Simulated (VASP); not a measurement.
A run of VASP 6.6.1:

The input INCAR:

```
PREC = Accurate ; ENCUT = 520
EDIFF = 1E-7 ; ISMEAR = 0
SIGMA = 0.05 ; LREAL = Auto
LASPH = T ; NELM = 100
ALGO = Normal ; ISIF = 2
LWAVE = F ; LCHARG = F
LDIPOL = T ; IDIPOL = 3
DIPOL = 0.5 0.5 0.571 ; GGA = PE
IVDW = 13 ; IBRION = 2
NSW = 70 ; EDIFFG = -0.004
```

KPOINTS

```
Automatic mesh
0
Gamma
  6 6 1
```

POSCAR

```
H4C13
1.0
    3.6900000000      2.1304224933      0.0000000000
   -3.6900000000      2.1304224933      0.0000000000
    0.0000000000      0.0000000000     21.3500000000
C H
13 4
Selective dynamics
Direct
    0.0000000000      0.0000000000      0.5784543326  F F F
    0.3333333333      0.3333333333      0.5784543326  F F F
    0.0000000000      0.0000000000      0.4215456674  F F F
    0.3333333333      0.0000000000      0.4215456674  F F F
    0.3333333333      0.6666666667      0.5784543326  F F F
    0.6666666667      1.0000000000      0.5784543326  F F F
    0.3333333333      0.6666666667      0.4215456674  F F F
    0.6666666667      0.6666666667      0.4215456674  F F F
    0.6666666667      0.3333333333      0.5784543326  F F F
    1.0000000000      0.6666666667      0.5784543326  F F F
    0.6666666667      0.3333333333      0.4215456674  F F F
    1.0000000000      0.3333333333      0.4215456674  F F F
    0.3588840196      0.0120005508      0.7414519906  T T T
    0.3333333333      0.0000000000      0.7913348946  T T T
    0.4732203252     -0.1398869919      0.7229508197  T T T
    0.4732191386      0.2797739837      0.7229508197  T T T
    0.0535593496     -0.1398893652      0.7229508197  T T T
```

Potentials or basis: VASP PAW PBE potentials, release 64 (C, H).

Launch:

```bash
$ cat potpaw_PBE.64/C/POTCAR potpaw_PBE.64/H/POTCAR > POTCAR
$ mpirun -np 1 vasp_std > vasp.out
```

Hardware: 1 thread of Intel(R) Xeon(R) 6975P-C (Granite Rapids) (shared host).

**Question.** How long does it take, and how much memory?

**Answer.** Wall time 40 min on 1 thread of Intel(R) Xeon(R) 6975P-C (Granite Rapids), on a shared host, peak memory 0.52 GiB. Counts: scf iterations 260, k points 20, ion steps 46.
